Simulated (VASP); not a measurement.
A run of VASP 6.6.1 is set up as follows.

File POSCAR:

```
KF
1.0
    3.2506070000      0.0318790000     -0.0039190000
    0.0318790000      3.3117180000      0.0543290000
   -0.0039190000      0.0543290000      3.2164700000
K F
1 1
Direct
    0.0000000000      0.0000000000      0.0000000000
    0.5000000000      0.5000000000      0.5000000000
```

The input INCAR.step1:

```
SYSTEM = KF
PREC     = Accurate       ! precision mode
ENCUT    = 520            ! plane-wave cutoff, eV
ISMEAR   = 0              ! smearing method
SIGMA    = 0.01           ! smearing width, eV
LREAL    = .FALSE.        ! projectors in reciprocal space
LASPH    = .TRUE.         ! aspherical terms in the spheres
NELM     = 100            ! most SCF steps
NBANDS   = 15             ! bands
GGA      = PE             ! functional
ALGO     = Normal         ! electronic algorithm
EDIFF    = 1E-4           ! SCF threshold, eV
LWAVE    = .TRUE.         ! write WAVECAR
LCHARG   = .FALSE.        ! write CHGCAR
```

INCAR.step2

```
SYSTEM = KF
PREC     = Accurate       ! precision mode
ENCUT    = 520            ! plane-wave cutoff, eV
EDIFF    = 1E-7           ! SCF threshold, eV
ISMEAR   = 0              ! smearing method
SIGMA    = 0.01           ! smearing width, eV
LREAL    = .FALSE.        ! projectors in reciprocal space
LASPH    = .TRUE.         ! aspherical terms in the spheres
NELM     = 100            ! most SCF steps
ALGO     = Normal         ! electronic algorithm
ISIF     = 2              ! what is computed and relaxed
LWAVE    = .FALSE.        ! write WAVECAR
LCHARG   = .TRUE.         ! write CHGCAR
METAGGA  = R2SCAN         ! meta-GGA
LMIXTAU  = .TRUE.       
LUSE_VDW = .TRUE.       
IVDW_NL  = 2            
BPARAM   = 11.95        
CPARAM   = 0.0093       
LELF     = .TRUE.         ! ELF
LVHAR    = .TRUE.       
NBANDS   = 15             ! bands
ISTART   = 1
```

The input KPOINTS:

```
Automatic mesh
0
G
  6 6 6
  0 0 0
```

Potentials or basis: VASP PAW PBE potentials, release 64 (K_sv, F).

The run is started by

```bash
$ cat potpaw_PBE.64/K_sv/POTCAR potpaw_PBE.64/F/POTCAR > POTCAR
$ cp INCAR.step1 INCAR
$ mpirun -np 1 vasp_std > vasp.out
$ cp INCAR.step2 INCAR
$ mpirun -np 1 vasp_std > vasp.out
```

**Question.** Predict the pressure.

**Answer.** -3.5 GPa.

**Question.** Estimate the band gap on the k mesh.

**Answer.** 7.02 eV, indirect (least direct gap 7.07 eV).

Stress tensor (GPa, compression positive):
```
-3.31 -0.13  0.07
-0.13 -4.90 -0.21
 0.07 -0.21 -2.41
```

Caveat: the PAW data sets were made with another functional, which shifts forces and pressure a little. r2SCAN opens gaps a little over a GGA but as a rule still falls short of measured ones.
